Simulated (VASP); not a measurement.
Here is a VASP 6.6.1 calculation.

INCAR

```
PREC = Accurate
ENCUT = 520
EDIFF = 1E-6
ISMEAR = 0
SIGMA = 0.1
LREAL = Auto
LASPH = True
NELM = 60
ALGO = Normal
ISIF = 2
LWAVE = False
LCHARG = False
GGA = PE
NBANDS = 46
```

The input KPOINTS:

```
Automatic mesh
0
Gamma
  6 6 3
```

The input POSCAR:

```
C
1.0
   -2.4665327884     -4.2721601082      0.0000000000
    4.9330655770      0.0000000001      0.0000000000
    0.0000000000      0.0000000000      8.4654495156
C
16
Direct
    0.5000000000      0.0000000000      0.2500000000
    0.5000000000      0.5000000000      0.2500000000
    0.0000000000      0.0000000000      0.2500000000
    0.0000000000      0.5000000000      0.2500000000
    0.5000000000      0.0000000000      0.7500000000
    0.5000000000      0.5000000000      0.7500000000
    0.0000000000      0.0000000000      0.7500000000
    0.0000000000      0.5000000000      0.7500000000
    0.1666666667      0.8333333333      0.2500000000
    0.1666666667      0.3333333333      0.2500000000
    0.6666666667      0.8333333333      0.2500000000
    0.6666666667      0.3333333333      0.2500000000
    0.3333333333      0.1666666667      0.7500000000
    0.3333333333      0.6666666667      0.7500000000
    0.8333333333      0.1666666667      0.7500000000
    0.8333333333      0.6666666667      0.7500000000
```

Potentials or basis: VASP PAW PBE potentials, release 64 (C).

The run is started by

```sh
$ cat potpaw_PBE.64/C/POTCAR > POTCAR
$ mpirun -np 1 vasp_std > vasp.out
```

What does it give for the band gap on the k mesh?

Zero (filled and empty bands touch).

Estimate the pressure.

0.3 GPa.

Stress tensor (GPa, compression positive):
```
 0.55  0.00  0.00
 0.00  0.55  0.00
 0.00  0.00 -0.05
```

Caveat: this functional lacks dispersion, which binds the layers, so the pressure and a relaxed spacing across them are unreliable.
